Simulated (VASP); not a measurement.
## Li4NbO4: single point with PBEsol

Li4NbO4:

```xyz
9
Lattice="-3.8119 3.8119 1.6301 3.8119 -3.8119 1.6301 3.8119 3.8119 -1.6301" Properties=species:S:1:pos:R:3 pbc="T T T"
Li    0.5920    2.5476    0.0000
Li   -1.2644    2.6125    1.6301
Li    5.0763    1.1995    0.0000
Li    2.6125    1.2644    1.6301
Nb    0.0000    0.0000    0.0000
O     0.6077    5.7860    0.0000
O     1.9740    3.2042    1.6301
O     1.8379    0.6077    0.0000
O     3.2042   -1.9740    1.6301
```

This cell differs from its parent crystal: atom 1 (Li) moved by -0.608 Å along [1 0 0] and +0.000 Å along [0 1 0].

| Quantity | Value |
| --- | --- |
| Program | VASP 6.6.1 |
| Task | single point |
| Functional | PBEsol |
| Potentials or basis | VASP PAW PBE potentials, release 64 (Li_sv, Nb_sv, O) |
| Cutoff | 520 eV |
| k mesh | 10 × 10 × 10 |
| Occupations | gaussian, width 0.05 eV |
| Spin | no spin polarisation |
| Dipole correction | no |
| Further INCAR settings | ALGO = Normal; EDIFF = 1e-07; NBANDS = 34 |

- Largest force: 9.828 eV/Å
- Band gap on the k mesh: zero (an odd number of electrons rules out a gap without spin polarisation)

Forces in eV/Å, atoms in the order of the input:
```
Li   8.754  4.466  0.000
Li  -0.593 -0.031  0.000
Li   0.024 -0.101  0.000
Li  -0.335  0.479  0.000
Nb  -0.479 -1.552  0.000
O    0.059  0.098  0.000
O   -0.119  0.200  0.000
O   -0.204 -0.238  0.000
O   -7.106 -3.321  0.000
```

Levels at points of the mesh, in eV from the Fermi level:
```tsv
k point	band 23	band 24	band 25	band 26	band 27	band 28
(0.00, 0.00, 0.00)	-1.80	-1.74	-1.63	2.74	3.04	3.19
(0.50, 0.00, 0.00)	-1.98	-1.92	1.63	1.96	3.38	4.26
(0.50, 0.00, 0.50)	-2.00	-1.91	1.69	1.88	3.40	4.25
(0.50, 0.50, 0.00)	-1.97	-1.69	-1.68	2.74	3.04	3.27
(0.00, 0.00, 0.50)	-1.97	-1.96	-1.90	2.73	3.04	3.23
(0.50, 0.50, 0.50)	-2.01	-1.88	-1.55	2.64	2.76	3.05
```

Wall time 37 min on 1 thread of Oxide Virtual Turin-like Processor, with other jobs on the host, peak memory 0.77 GiB.

Caveat: the cell differs from its parent crystal (atom 1 (Li) moved by -0.608 Å along [1 0 0] and +0.000 Å along [0 1 0]); the PAW data sets were made with another functional, which shifts forces and pressure a little; an odd number of electrons without spin polarisation forces a metal; a magnetic or distorted state may lie lower.
